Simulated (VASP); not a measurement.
Rh: single point with PBEsol

Crystal: Rh.

```
Rh
1.0
     2.85006    0.00000    0.00000
    -1.42503    2.46822    0.00000
     0.00000    0.00000    4.12791
Rh
2
Direct
  0.66667 0.33333 0.75000
  0.33333 0.66667 0.25000
```

This cell differs from its parent crystal: biaxial strain in the a-b plane: +6.0 %, then relaxed in part.

```json
{
  "Program": "VASP 6.6.1",
  "Task": "single point",
  "Functional": "PBEsol",
  "Potentials or basis": "VASP PAW PBE potentials, release 64 (Rh_pv)",
  "Cutoff": "520 eV",
  "k mesh": "24 × 24 × 12",
  "Occupations": "gaussian, width 0.1 eV",
  "Spin": "no spin polarisation",
  "Dipole correction": "no",
  "Further INCAR settings": "ALGO = Fast; EDIFF = 1e-06; NBANDS = 22"
}
```

The pressure is -13.7 GPa. The band gap on the k mesh is zero (bands 15 and 16 overlap by 1.79 eV).

Stress tensor (GPa, compression positive):
```
-20.44   0.00   0.00
  0.00 -20.44   0.00
  0.00   0.00  -0.12
```

Levels at points of the mesh, in eV from the Fermi level:
```csv
k point,band 13,band 14,band 15,band 16,band 17,band 18
"(0.00, 0.00, 0.00)",-2.18,-2.18,-2.07,0.12,0.12,1.89
"(0.50, 0.00, 0.00)",-1.59,-0.12,0.38,0.91,2.51,4.36
"(0.00, 0.00, 0.50)",-2.56,-2.56,-0.30,-0.30,-0.30,-0.30
"(0.50, 0.00, 0.50)",-0.39,-0.39,0.21,0.21,2.42,2.42
```

Wall time 86 s on 1 thread of AMD EPYC 9R45 96-Core Processor (Zen 5) (shared host), peak memory 0.28 GiB.

Caveat: the cell differs from its parent crystal (biaxial strain in the a-b plane: +6.0 %, then relaxed in part); the cell stands under tension; the PAW data sets were made with another functional, which shifts forces and pressure a little.
